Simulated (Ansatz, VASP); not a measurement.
**Two plane-wave programs on PtSe2**

INCAR

```
  PREC = Accurate
  ENCUT = 520
  EDIFF = 1E-6
  ISMEAR = -1
  SIGMA = 0.05
  LREAL = F
  LASPH = T
  NELM = 80
  ALGO = Normal
  ISIF = 2
  LWAVE = F
  LCHARG = T
  GGA = PE
  LELF = T
  LVHAR = T
  NBANDS = 18
```

KPOINTS

```
regular mesh
0
Gamma
  7 7 5
```

The input POSCAR:

```
PtSe2
1.0
    3.8729600000      0.0000000000      0.0000000000
   -1.9364800000      3.3540817478      0.0000000000
    0.0000000000      0.0000000000      5.0620000000
Pt Se
1 2
Direct
    0.0000000000      0.0000000000      0.0000000000
    0.6666666667      0.3333333333      0.7500000000
    0.3333333333      0.6666666667      0.2500000000
```

input.yaml

```yaml
crystal:
  lattice:
    - [3.87296, 0.0, 0.0]
    - [-1.93648, 3.3540817478, 0.0]
    - [0.0, 0.0, 5.062]
  atoms:
    - { symbol: Pt, position: [0.0, 0.0, 0.0] }
    - { symbol: Se, position: [0.6666666667, 0.3333333333, 0.75] }
    - { symbol: Se, position: [0.3333333333, 0.6666666667, 0.25] }
hamiltonian:
  xc: pbe
  pseudopotentials: { kind: paw }
kpoints:
  mp_grid: { grid: [7, 7, 5] }
scf:
  occupations: { method: fermi_dirac, width: 0.05 }
output:
  forces: true
  stress: true
  eigenvalues: true
  write_density: true
  write_potential: true
  elf: true
  volumetric_format: npy
```

Alike in both runs: task single point; functional PBE; k mesh 7 × 7 × 5; occupations fermi-dirac, width 0.05 eV; no spin polarisation.

```csv
,VASP,Ansatz
version,VASP 6.6.1,Ansatz 0.2.0
potentials or method,"VASP PAW PBE potentials, release 64 (Pt, Se)",Ansatz PAW
plane-wave cutoff (eV),520,420
valence electrons in the cell,22,50
```

Ansatz gave:

* gap on the k mesh at the Fermi level (eV): none
* pressure (GPa): -3.2
* traceless stress, the component that is largest in VASP (GPa): 2.39
* rms of the force components (eV/Å): 0.089

Q: Which values does VASP return?

A: gap on the k mesh at the Fermi level (eV): none; pressure (GPa): -3.2; traceless stress, the component that is largest in VASP (GPa): 2.39; rms of the force components (eV/Å): 0.088.

Atom by atom the forces differ by 0.001 eV/Å (rms over components). A gap of «none» marks a metal or a gap that the smearing closes. VASP's potentials hold 22 valence electrons a cell and Ansatz's 50, so a difference there can come from the potentials and not from the codes.

Spin-orbit coupling is off throughout.
